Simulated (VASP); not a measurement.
# Cl (Cmce) in VASP: a series of runs

The runs below take Cl through single point, with r2SCAN.

Everything below comes from runs of VASP 6.6.1. Logs are shortened: lines on timing, memory, paths and dates and some standing lists are left out, and cuts for length are marked.

## (1) The cell of the first run

The structure is orthorhombic, space group Cmce (No. 64). Conventional cell: a = 6.373 Å, b = 4.559 Å, c = 8.318 Å, α = 90.00°, β = 90.00°, γ = 90.00°. Cl (site symmetry m) has 1 Cl at 2.04 Å within 2.7 Å.

## (2) Single point, r2SCAN

The input, POSCAR:

```
Cl
1.0
    3.1863863250     -2.2796086586      0.0000000000
    3.1863863250      2.2796086586      0.0000000000
    0.0000000000      0.0000000000      8.3180387054
Cl
4
Direct
    0.3700000000      0.6300000000      0.4000000000
    0.1300000000      0.8700000000      0.9000000000
    0.6300000000      0.3700000000      0.6000000000
    0.8700000000      0.1300000000      0.1000000000
```

The input, INCAR.step1:

```
SYSTEM = Cl
ALGO     = Normal         ! electronic algorithm
EDIFF    = 1E-4           ! SCF threshold, eV
ENCUT    = 520            ! plane-wave cutoff, eV
GGA      = PE             ! functional
ISMEAR   = -1             ! smearing method
LASPH    = .TRUE.         ! aspherical terms in the spheres
LCHARG   = .FALSE.        ! write CHGCAR
LREAL    = .FALSE.        ! projectors in reciprocal space
LWAVE    = .TRUE.         ! write WAVECAR
NBANDS   = 22             ! bands
NELM     = 80             ! most SCF steps
PREC     = Accurate       ! precision mode
SIGMA    = 0.05           ! smearing width, eV
```

The input, INCAR.step2:

```
SYSTEM = Cl
ALGO     = Normal         ! electronic algorithm
EDIFF    = 1E-6           ! SCF threshold, eV
ENCUT    = 520            ! plane-wave cutoff, eV
ISIF     = 2              ! what is computed and relaxed
ISMEAR   = -1             ! smearing method
ISTART   = 1            
LASPH    = .TRUE.         ! aspherical terms in the spheres
LCHARG   = .TRUE.         ! write CHGCAR
LELF     = .TRUE.         ! ELF
LMIXTAU  = .TRUE.       
LREAL    = .FALSE.        ! projectors in reciprocal space
LVHAR    = .TRUE.       
LWAVE    = .FALSE.        ! write WAVECAR
METAGGA  = R2SCAN         ! meta-GGA
NBANDS   = 22             ! bands
NELM     = 80             ! most SCF steps
PREC     = Accurate       ! precision mode
SIGMA    = 0.05           ! smearing width, eV
```

The input, KPOINTS:

```
k-points
0
G
  7 7 4
  0 0 0
```

Potentials or basis: VASP PAW PBE potentials, release 64 (Cl).

Started as:

```sh
> cat potpaw_PBE.64/Cl/POTCAR > POTCAR
> cp INCAR.step1 INCAR
> mpirun -np 1 vasp_std > vasp.out
> cp INCAR.step2 INCAR
> mpirun -np 1 vasp_std > vasp.out
```

OUTCAR:

```text
SYSTEM = Cl
   EDIFF = 1E-6
   ENCUT = 520
   ISIF = 2
   ISMEAR = -1
   ISTART = 1
   LASPH = .TRUE.
   LREAL = .FALSE.
   METAGGA = R2SCAN
   NELM = 80
   PREC = Accurate

 ion  position               nearest neighbor table
   1  0.370  0.630  0.400-   3 2.04
   2  0.130  0.870  0.900-   4 2.04
   3  0.630  0.370  0.600-   1 2.04
   4  0.870  0.130  0.100-   2 2.04

  LATTYP: Found a base centered orthorhombic cell.
 ALAT       =     4.5592173172
 B/A-ratio  =     1.3977777778
 C/A-ratio  =     1.8244444444

  Lattice vectors:

 A1 = (  -3.1863863250,  -2.2796086586,   0.0000000000)
 A2 = (   3.1863863250,  -2.2796086586,   0.0000000000)
 A3 = (   0.0000000000,   0.0000000000,   8.3180387054)

Analysis of symmetry for initial positions (statically):
=====================================================================
 Subroutine PRICEL returns:
 Original cell was already a primitive cell.

 Routine SETGRP: Setting up the symmetry group for a
 base centered orthorhombic supercell.

 Subroutine GETGRP returns: Found  8 space group operations
 (whereof  4 operations were pure point group operations)
 out of a pool of  8 trial point group operations.

The static configuration has the point symmetry C_2h.
 The point group associated with its full space group is D_2h.

Analysis of symmetry for dynamics (positions and initial velocities):
=====================================================================
 Subroutine PRICEL returns:
 Original cell was already a primitive cell.

 Routine SETGRP: Setting up the symmetry group for a
 base centered orthorhombic supercell.

 Subroutine GETGRP returns: Found  8 space group operations
 (whereof  4 operations were pure point group operations)
 out of a pool of  8 trial point group operations.

The dynamic configuration has the point symmetry C_2h.
 The point group associated with its full space group is D_2h.

 Subroutine INISYM returns: Found  8 space group operations
 (whereof  4 operations are pure point group operations),
 and found     1 'primitive' translations

----------------------------------------------------------------------------------------

                                     Primitive cell

  volume of cell :     120.8397

  direct lattice vectors                    reciprocal lattice vectors
     3.186386325 -2.279608659  0.000000000     0.156917570 -0.219335893  0.000000000
     3.186386325  2.279608659  0.000000000     0.156917570  0.219335893  0.000000000
     0.000000000  0.000000000  8.318038705     0.000000000  0.000000000  0.120220648
[... 89 lines left out ...]
   LREAL  =      F    real-space projection
   EDIFFG = 0.1E-04   stopping-criterion for IOM
   NSW    =      0    number of steps for IOM
   IBRION =     -1    ionic relax: 0-MD 1-quasi-New 2-CG
   NFREE  =      0    steps in history (QN), initial steepest desc. (CG)
   ISIF   =      2    stress and relaxation
   ISYM   =      2    0-nonsym 1-usesym 2-fastsym
   POTIM  = 0.5000    time-step for ionic-motion
   TEBEG  =    0.0;   TEEND  =   0.0 temperature during run
   PSTRESS=    0.0 pullay stress
   NELECT =      28.0000    total number of electrons
   NUPDOWN=      -1.0000    fix difference up-down
   EMIN   =  10.00;   EMAX   =-10.00  energy-range for DOS
   EFERMI =   0.00;   METHOD = LEGACY
   ISMEAR =    -1;   SIGMA  =   0.05  broadening in eV -4-tet -1-fermi 0-gaus
   EFERMI_NEDOS =   21; number of points for ismear=-14 and -15
   IALGO  =     38    algorithm
   IMIX   =      4    mixing-type and parameters
     AMIX     =   0.40;   BMIX     =  1.00
     AMIX_MAG =   1.60;   BMIX_MAG =  1.00
  volume/ion in A,a.u.               =      30.21       203.87
  Fermi-wavevector in a.u.,A,eV,Ry     =   1.005521  1.900158 13.756464  1.011072
  Thomas-Fermi vector in A             =   2.138205
   LORBIT       =      0    0 simple, 1 ext, 2 COOP (PROOUT), +10 PAW based schemes
   METAGGA = R2SCAN    functional components
   LHFCALC =     F    Hartree Fock is set to
   AEXX    =    0.0000 exact exchange contribution
   IVDW    =     0    specifies the selected vdW correction
   LEPSILON=     F    determine dielectric tensor
   LRPA    =     F    only Hartree local field effects (RPA)
 non-spin polarized calculation
  energy-cutoff  :      520.00
  volume of cell :      120.84
 maximum number of plane-waves:      3278
 NGX is ok and might be reduce to    30
   NGX = 15   NGY = 15   NGZ = 31

 number of electron      27.9999999 magnetization

 Free energy of the ion-electron system (eV)
  ---------------------------------------------------
  ext. energy  EPLUGINS =         0.00000000
  ---------------------------------------------------
  free energy    TOTEN  =       -24.53060444 eV

  energy without entropy =      -24.53060444  energy(sigma->0) =      -24.53060444

 E-fermi :  -0.1179     XC(G=0):  -7.9879

 val. band max:       -1.3465683981   @ k =  -0.4286   0.4286   0.0000
 cond. band min:       1.3949666936   @ k =   0.0000   0.0000   0.0000
 fundamental gap:      2.7415350917
 Fermi energy:        -0.1179163272

 k-point     1 :       0.0000    0.0000    0.0000
  band No.  band energies     occupation
      1     -18.3683      2.00000
      2     -18.1744      2.00000
      3     -14.4237      2.00000
      4     -13.9320      2.00000
      5      -6.5757      2.00000
      6      -5.8350      2.00000
[... 589 lines left out ...]
     21       9.8619      0.00000
     22      10.1768      0.00000

 [... further k-points ...]

------------------------ aborting loop because EDIFF is reached ----------------------------------------

  FORCE on cell =-STRESS in cart. coord.  units (eV):
  Direction    XX          YY          ZZ          XY          YZ          ZX
  --------------------------------------------------------------------------------------
  -------------------------------------------------------------------------------------
  Total       -0.0938287     -1.6314251     -2.8488590      0.0000000     -0.0000000      0.0000000
  in kB       -1.2440471    -21.6305753    -37.7721652      0.0000000     -0.0000000      0.0000000
  external PRESSURE =     -20.2155959 kB  Pullay stress =       0.0000000 kB

 VOLUME and BASIS-vectors are now :
 -----------------------------------------------------------------------------
  energy-cutoff  :      520.00
  volume of cell :      120.84
      direct lattice vectors                 reciprocal lattice vectors
     3.186386325 -2.279608659  0.000000000     0.156917570 -0.219335893  0.000000000
     3.186386325  2.279608659  0.000000000     0.156917570  0.219335893  0.000000000
     0.000000000  0.000000000  8.318038705     0.000000000  0.000000000  0.120220648

 POSITION                                       TOTAL-FORCE (eV/Angst)
 -----------------------------------------------------------------------------------
      3.18639      0.59270      3.32722         0.000000     -0.517780      0.593372
      3.18639      1.68691      7.48623         0.000000      0.517780      0.593372
      3.18639     -0.59270      4.99082         0.000000      0.517780     -0.593372
      3.18639     -1.68691      0.83180         0.000000     -0.517780     -0.593372
 -----------------------------------------------------------------------------------
    total drift:                                0.000000      0.000000      0.000000

  FREE ENERGIE OF THE ION-ELECTRON SYSTEM (eV)
  ---------------------------------------------------
  free  energy   TOTEN  =       -24.5306044389 eV

  energy  without entropy=      -24.5306044388  energy(sigma->0) =      -24.53060444
```

OUTCAR.step1:

```text
SYSTEM = Cl
   EDIFF = 1E-4
   ENCUT = 520
   GGA = PE
   ISMEAR = -1
   LASPH = .TRUE.
   LREAL = .FALSE.
   NELM = 80
[... 830 lines left out ...]
      3.18639      1.68691      7.48623         0.000000      0.401628      0.408720
      3.18639     -0.59270      4.99082         0.000000      0.401628     -0.408720
      3.18639     -1.68691      0.83180         0.000000     -0.401628     -0.408720
 -----------------------------------------------------------------------------------
    total drift:                                0.000000      0.000000      0.000000

  FREE ENERGIE OF THE ION-ELECTRON SYSTEM (eV)
  ---------------------------------------------------
  free  energy   TOTEN  =        -7.3081775624 eV

  energy  without entropy=       -7.3081775623  energy(sigma->0) =       -7.30817756
```

OSZICAR.step1:

```text
N       E                     dE             d eps       ncg     rms          rms(c)
DAV:   1     0.183168188283E+03    0.18317E+03   -0.11991E+04  2112   0.107E+03
DAV:   2     0.616018501311E+01   -0.17701E+03   -0.17152E+03  3052   0.200E+02
DAV:   3    -0.762667694881E+01   -0.13787E+02   -0.13728E+02  2706   0.634E+01
DAV:   4    -0.781143804520E+01   -0.18476E+00   -0.18469E+00  2754   0.890E+00
DAV:   5    -0.781464692468E+01   -0.32089E-02   -0.32086E-02  2772   0.115E+00    0.145E+01
DAV:   6    -0.743933193354E+01    0.37531E+00   -0.24977E-01  2640   0.281E+00    0.949E+00
DAV:   7    -0.731970071953E+01    0.11963E+00   -0.55565E-01  2628   0.407E+00    0.819E-01
DAV:   8    -0.730786636826E+01    0.11834E-01   -0.66991E-02  2460   0.153E+00    0.384E-01
DAV:   9    -0.730803020240E+01   -0.16383E-03   -0.16285E-03  2604   0.249E-01    0.716E-02
DAV:  10    -0.730817098482E+01   -0.14078E-03   -0.14931E-04  2146   0.817E-02    0.542E-02
DAV:  11    -0.730817756238E+01   -0.65776E-05   -0.36185E-05  1530   0.407E-02
   1 F= -.73081776E+01 E0= -.73081776E+01  d E =-.901215E-10
```

Wall time 2.5 min (1 thread of Intel Xeon 6975P-C (Granite Rapids), shared host); peak memory 0.28 GiB.

Results:

```
Free energy            : -24.5306 eV
Pressure               : -2.0 GPa
Largest force          : 0.788 eV/Å
Band gap on the k mesh : 2.74 eV (least direct gap 2.79 eV)
```

Forces in eV/Å, atoms in the order of the input:
```
Cl   0.000 -0.518  0.593
Cl   0.000  0.518  0.593
Cl   0.000  0.518 -0.593
Cl   0.000 -0.518 -0.593
```

Caveat: the PAW data sets were made with another functional, which shifts forces and pressure a little; an odd mesh through Γ misses points on the zone boundary, where band edges can lie.

## (3) Single point, r2SCAN

This run uses another cell than the first one, of 30.79 Å³/atom.

The input, POSCAR:

```
Cl
1.0
    3.2066823265     -2.2941288504      0.0000000000
    3.2066823265      2.2941288504      0.0000000000
    0.0000000000      0.0000000000      8.3710212721
Cl
4
Direct
    0.3700000000      0.6300000000      0.4000000000
    0.1300000000      0.8700000000      0.9000000000
    0.6300000000      0.3700000000      0.6000000000
    0.8700000000      0.1300000000      0.1000000000
```

The input, INCAR.step1:

```
PREC     = Accurate       # precision mode
ENCUT    = 520            # plane-wave cutoff, eV
ISMEAR   = -1             # smearing method
SIGMA    = 0.05           # smearing width, eV
LREAL    = False          # projectors in reciprocal space
LASPH    = True           # aspherical terms in the spheres
NELM     = 80             # most SCF steps
NBANDS   = 22             # bands
GGA      = PE             # functional
ALGO     = Normal         # electronic algorithm
EDIFF    = 1E-4           # SCF threshold, eV
LWAVE    = True           # write WAVECAR
LCHARG   = False          # write CHGCAR
```

The input, INCAR.step2:

```
PREC     = Accurate       # precision mode
ENCUT    = 520            # plane-wave cutoff, eV
EDIFF    = 1E-6           # SCF threshold, eV
ISMEAR   = -1             # smearing method
SIGMA    = 0.05           # smearing width, eV
LREAL    = False          # projectors in reciprocal space
LASPH    = True           # aspherical terms in the spheres
NELM     = 80             # most SCF steps
ALGO     = Normal         # electronic algorithm
ISIF     = 2              # what is computed and relaxed
LWAVE    = False          # write WAVECAR
LCHARG   = True           # write CHGCAR
METAGGA  = R2SCAN         # meta-GGA
LMIXTAU  = True         
LELF     = True           # ELF
LVHAR    = True         
NBANDS   = 22             # bands
ISTART   = 1
```

The input, KPOINTS:

```
Automatic mesh
0
Gamma
  7 7 4
```

Potentials or basis: VASP PAW PBE potentials, release 64 (Cl).

Started as:

```sh
> cat potpaw_PBE.64/Cl/POTCAR > POTCAR
> cp INCAR.step1 INCAR
> mpirun -np 1 vasp_std > vasp.out
> cp INCAR.step2 INCAR
> mpirun -np 1 vasp_std > vasp.out
```

OUTCAR:

```text
PREC = Accurate
   ENCUT = 520
   EDIFF = 1E-6
   ISMEAR = -1
   LREAL = False
   LASPH = True
   NELM = 80
   ISIF = 2
   METAGGA = R2SCAN
   ISTART = 1

 ion  position               nearest neighbor table
   1  0.370  0.630  0.400-   3 2.06
   2  0.130  0.870  0.900-   4 2.06
   3  0.630  0.370  0.600-   1 2.06
   4  0.870  0.130  0.100-   2 2.06

  LATTYP: Found a base centered orthorhombic cell.
 ALAT       =     4.5882577008
 B/A-ratio  =     1.3977777778
 C/A-ratio  =     1.8244444445

  Lattice vectors:

 A1 = (  -3.2066823265,  -2.2941288504,   0.0000000000)
 A2 = (   3.2066823265,  -2.2941288504,   0.0000000000)
 A3 = (   0.0000000000,   0.0000000000,   8.3710212721)

Analysis of symmetry for initial positions (statically):
=====================================================================
 Subroutine PRICEL returns:
 Original cell was already a primitive cell.

 Routine SETGRP: Setting up the symmetry group for a
 base centered orthorhombic supercell.

 Subroutine GETGRP returns: Found  8 space group operations
 (whereof  4 operations were pure point group operations)
 out of a pool of  8 trial point group operations.

The static configuration has the point symmetry C_2h.
 The point group associated with its full space group is D_2h.

Analysis of symmetry for dynamics (positions and initial velocities):
=====================================================================
 Subroutine PRICEL returns:
 Original cell was already a primitive cell.

 Routine SETGRP: Setting up the symmetry group for a
 base centered orthorhombic supercell.

 Subroutine GETGRP returns: Found  8 space group operations
 (whereof  4 operations were pure point group operations)
 out of a pool of  8 trial point group operations.

[... 119 lines left out ...]
   EFERMI =   0.00;   METHOD = LEGACY
   ISMEAR =    -1;   SIGMA  =   0.05  broadening in eV -4-tet -1-fermi 0-gaus
   EFERMI_NEDOS =   21; number of points for ismear=-14 and -15
   IALGO  =     38    algorithm
   IMIX   =      4    mixing-type and parameters
     AMIX     =   0.40;   BMIX     =  1.00
     AMIX_MAG =   1.60;   BMIX_MAG =  1.00
  volume/ion in A,a.u.               =      30.79       207.79
  Fermi-wavevector in a.u.,A,eV,Ry     =   0.999156  1.888132 13.582878  0.998313
  Thomas-Fermi vector in A             =   2.131428
   LORBIT       =      0    0 simple, 1 ext, 2 COOP (PROOUT), +10 PAW based schemes
   METAGGA = R2SCAN    functional components
   LHFCALC =     F    Hartree Fock is set to
   AEXX    =    0.0000 exact exchange contribution
   IVDW    =     0    specifies the selected vdW correction
   LEPSILON=     F    determine dielectric tensor
   LRPA    =     F    only Hartree local field effects (RPA)
 non-spin polarized calculation
  energy-cutoff  :      520.00
  volume of cell :      123.16
 maximum number of plane-waves:      3341
 NGX is ok and might be reduce to    30
   NGX = 15   NGY = 15   NGZ = 31

 number of electron      27.9999999 magnetization

 Free energy of the ion-electron system (eV)
  ---------------------------------------------------
  ext. energy  EPLUGINS =         0.00000000
  ---------------------------------------------------
  free energy    TOTEN  =       -24.49971225 eV

  energy without entropy =      -24.49971225  energy(sigma->0) =      -24.49971225

 E-fermi :  -0.3599     XC(G=0):  -7.9005

 val. band max:       -1.5003131024   @ k =  -0.4286   0.4286   0.0000
 cond. band min:       1.1695199053   @ k =   0.0000   0.0000   0.0000
 fundamental gap:      2.6698330077
 Fermi energy:        -0.3598875711

 k-point     1 :       0.0000    0.0000    0.0000
  band No.  band energies     occupation
      1     -18.3972      2.00000
      2     -18.2104      2.00000
      3     -14.5598      2.00000
      4     -14.0964      2.00000
      5      -6.6410      2.00000
      6      -5.9363      2.00000
[... 589 lines left out ...]
     21       9.6999      0.00000
     22      10.0262      0.00000

 [... further k-points ...]

------------------------ aborting loop because EDIFF is reached ----------------------------------------

  FORCE on cell =-STRESS in cart. coord.  units (eV):
  Direction    XX          YY          ZZ          XY          YZ          ZX
  --------------------------------------------------------------------------------------
  -------------------------------------------------------------------------------------
  Total       -0.1463661     -1.9622126     -3.4474660      0.0000000     -0.0000000      0.0000000
  in kB       -1.9040092    -25.5255119    -44.8464830      0.0000000     -0.0000000      0.0000000
  external PRESSURE =     -24.0920014 kB  Pullay stress =       0.0000000 kB

 VOLUME and BASIS-vectors are now :
 -----------------------------------------------------------------------------
  energy-cutoff  :      520.00
  volume of cell :      123.16
      direct lattice vectors                 reciprocal lattice vectors
     3.206682327 -2.294128850  0.000000000     0.155924394 -0.217947654  0.000000000
     3.206682327  2.294128850  0.000000000     0.155924394  0.217947654  0.000000000
     0.000000000  0.000000000  8.371021272     0.000000000  0.000000000  0.119459737

 POSITION                                       TOTAL-FORCE (eV/Angst)
 -----------------------------------------------------------------------------------
      3.20668      0.59647      3.34841         0.000000     -0.624462      0.743050
      3.20668      1.69766      7.53392         0.000000      0.624462      0.743050
      3.20668     -0.59647      5.02261         0.000000      0.624462     -0.743050
      3.20668     -1.69766      0.83710         0.000000     -0.624462     -0.743050
 -----------------------------------------------------------------------------------
    total drift:                               -0.000000      0.000000     -0.000000

  FREE ENERGIE OF THE ION-ELECTRON SYSTEM (eV)
  ---------------------------------------------------
  free  energy   TOTEN  =       -24.4997122540 eV

  energy  without entropy=      -24.4997122539  energy(sigma->0) =      -24.49971225
```

It took 2.5 min on 1 thread of Intel Xeon 6975P-C (Granite Rapids), shared host; peak memory 0.28 GiB.

Results:

```yaml
Free_energy: -24.4997 eV
Pressure: -2.4 GPa
Largest_force: 0.971 eV/Å
Band_gap_on_the_k_mesh: 2.67 eV (least direct gap 2.72 eV)
```

Forces in eV/Å, atoms in the order of the input:
```
Cl   0.000 -0.624  0.743
Cl   0.000  0.624  0.743
Cl   0.000  0.624 -0.743
Cl   0.000 -0.624 -0.743
```

Stress tensor (GPa, compression positive):
```
-0.19  0.00  0.00
 0.00 -2.55  0.00
 0.00  0.00 -4.48
```

Levels at points of the mesh, in eV from the valence-band top:
| k point | band 12 | band 13 | band 14 | band 15 | band 16 | band 17 |
| --- | --- | --- | --- | --- | --- | --- |
| (0.00, 0.00, 0.00) | -0.35 | -0.13 | -0.05 | 2.67 | 3.21 | 7.55 |
| (0.00, 0.00, 0.50) | -0.57 | -0.09 | -0.09 | 2.88 | 2.88 | 8.12 |

Caveat: the PAW data sets were made with another functional, which shifts forces and pressure a little; an odd mesh through Γ misses points on the zone boundary, where band edges can lie.
